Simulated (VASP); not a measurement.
Write the native input for VASP 6.6.1 that does the following.

| Quantity | Value |
| --- | --- |
| Task | density of states |
| Functional | PBE |
| Potentials or basis | VASP PAW PBE potentials, release 64 (Al) |
| Cutoff | 520 eV |
| k mesh | 15 × 15 × 8 |
| Occupations | fermi-dirac, width 0.08 eV |
| Spin | no spin polarisation |
| Dipole correction | no |
| k mesh for the DOS | 23 × 23 × 12 |
| Occupations for the DOS | tetrahedron |
| Further INCAR settings | ALGO = Normal; EDIFF = 1e-06 |

Crystal: Al.

```
Al
1.0
     2.11927    0.00000    0.00000
    -1.05963    1.83534    0.00000
     0.00000    0.00000    3.42516
Al
2
Direct
  0.33333 0.66667 0.25000
  0.66667 0.33333 0.75000
```

This cell differs from its parent crystal: volume scaled by 0.4.

The input as run:

POSCAR

```
Al
1.0
    2.1192694459      0.0000000000      0.0000000000
   -1.0596347230      1.8353411776      0.0000000000
    0.0000000000      0.0000000000      3.4251647940
Al
2
Direct
    0.3333333333      0.6666666667      0.2500000000
    0.6666666667      0.3333333333      0.7500000000
```

INCAR.step1

```
PREC = Accurate ; ENCUT = 520
EDIFF = 1E-6 ; ISMEAR = -1
SIGMA = 0.08 ; LREAL = False
LASPH = True ; NELM = 100
ALGO = Normal ; ISIF = 2
LWAVE = False ; LCHARG = True
GGA = PE ; NBANDS = 10
```

KPOINTS.step1

```
Automatic mesh
0
Gamma
  15 15 8
```

INCAR.step2

```
PREC = Accurate ; ENCUT = 520
EDIFF = 1E-6 ; ISMEAR = -5
SIGMA = 0.08 ; LREAL = False
LASPH = True ; NELM = 100
ALGO = Normal ; ISIF = 2
LWAVE = False ; LCHARG = False
GGA = PE ; LORBIT = 10
NEDOS = 2001 ; ICHARG = 11
```

KPOINTS.step2

```
Automatic mesh
0
Gamma
  23 23 12
```

Potentials or basis: VASP PAW PBE potentials, release 64 (Al).

Run with:

```console
$ cat potpaw_PBE.64/Al/POTCAR > POTCAR
$ cp INCAR.step1 INCAR
$ cp KPOINTS.step1 KPOINTS
$ mpirun -np 1 vasp_std > vasp.out
$ cp INCAR.step2 INCAR
$ cp KPOINTS.step2 KPOINTS
$ mpirun -np 1 vasp_std > vasp.out
```

It gave:

```yaml
Valence_electrons_inside_the_program's_atomic_spheres: Al 1.51
```

Wall time 11 s on 1 thread of Intel(R) Xeon(R) 6975P-C (Granite Rapids), on a shared host, peak memory 0.14 GiB.
